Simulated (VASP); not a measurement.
Ge7Au, 8 atoms in the cell. Symmetry: P-43m, No. 215, cubic system. Conventional cell: a = 5.798 Å, b = 5.798 Å, c = 5.798 Å, α = 90.00°, β = 90.00°, γ = 90.00°. Ge (site symmetry 3m) has 3 Ge at 2.51 Å and 1 Au at 2.52 Å within 3.3 Å. Ge (site symmetry -42m) has 4 Ge at 2.51 Å within 3.3 Å. Au (site symmetry -43m) has 4 Ge at 2.52 Å within 3.3 Å. The cell was generated, and may not be a known phase.

* Program: VASP 6.6.1
* Task: single point
* Functional: PBE
* Potentials or basis: VASP PAW PBE potentials, release 64 (Ge_d, Au)
* Cutoff: 520 eV
* k mesh: 8 × 8 × 8
* Occupations: gaussian, width 0.1 eV
* Spin: no spin polarisation
* Dipole correction: no
* Further INCAR settings: ALGO = Normal; EDIFF = 1e-06; NBANDS = 64

Potentials or basis: VASP PAW PBE potentials, release 64 (Ge_d, Au).

Launch:

```sh
$ cat potpaw_PBE.64/Ge_d/POTCAR potpaw_PBE.64/Au/POTCAR > POTCAR
$ mpirun -np 1 vasp_std > vasp.out
```

Hardware: 1 thread of AMD EPYC 9R14 (Zen 4) (shared host).

Q: Estimate the wall time of this run.

A: Run time: 5.9 min on 1 thread of AMD EPYC 9R14 (Zen 4), on a shared host, peak memory 0.49 GiB. Counts: scf iterations 15, k points 35.
